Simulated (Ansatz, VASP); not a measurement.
**One calculation of TePb, two programs**

File INCAR:

```
  PREC = Accurate
  ENCUT = 520
  EDIFF = 1E-6
  ISMEAR = 0
  SIGMA = 0.1
  LREAL = False
  LASPH = True
  NELM = 150
  ALGO = Normal
  ISIF = 2
  LWAVE = False
  LCHARG = True
  ISPIN = 2
  MAGMOM = 0 0
  LORBIT = 11
  GGA = PS
  LELF = True
  LVHAR = True
  NBANDS = 21
```

The input KPOINTS:

```
Automatic mesh
0
Gamma
  4 4 4
```

The input POSCAR:

```
TePb
1.0
    0.0000000000      3.2708968051      3.2708968051
    3.2708968051      0.0000000000      3.2708968051
    3.2708968051      3.2708968051      0.0000000000
Te Pb
1 1
Direct
    0.0000000000      0.0000000000      0.0000000000
    0.5000000000      0.5000000000      0.5000000000
```

Input for Ansatz:

```yaml
crystal:
  lattice:
    - [0.0, 3.2708968051, 3.2708968051]
    - [3.2708968051, 0.0, 3.2708968051]
    - [3.2708968051, 3.2708968051, 0.0]
  atoms:
    - { symbol: Te, position: [0.0, 0.0, 0.0] }
    - { symbol: Pb, position: [0.5, 0.5, 0.5] }
basis:
  ecutwfc: 420
kpoints:
  mp_grid: { grid: [4, 4, 4] }
hamiltonian:
  xc: pbesol
scf:
  occupations: { method: gaussian, width: 0.1 }
output:
  forces: true
  stress: true
  eigenvalues: true
magnetization:
  spin_polarized: true
  initial_magnetization: 2.0
```

Alike in both runs: task single point; functional PBEsol; k mesh 4 × 4 × 4; occupations gaussian, width 0.1 eV; collinear spin.

|  | VASP | Ansatz |
| --- | --- | --- |
| version | VASP 6.6.1 | Ansatz 0.2.0 |
| potentials or method | VASP PAW PBE potentials, release 64 (Te, Pb_d), cutoff 520 eV | scalar-relativistic, plane waves, PAW |
| valence electrons in the cell | 20 | 30 |

|  | VASP | Ansatz | Ansatz less VASP |
| --- | --- | --- | --- |
| gap on the k mesh at the Fermi level (eV) | 0.74 | 0.74 | -0.003 |
| least direct gap on the mesh (eV) | 0.74 | 0.74 | -0.003 |
| pressure (GPa) | -1.9 | -1.9 | +0.03 |
| net moment per atom (μB) | 0.00 | 0.00 | 0.000 |

VASP's potentials were made for PBE, not for PBEsol. With one functional, cell and mesh, what is left measures potentials, basis and numerics. VASP's potentials hold 20 valence electrons a cell and Ansatz's 30, so a difference there can come from the potentials and not from the codes. Ansatz's warnings: seeded moment not kept.

Neither program's run includes spin-orbit coupling.
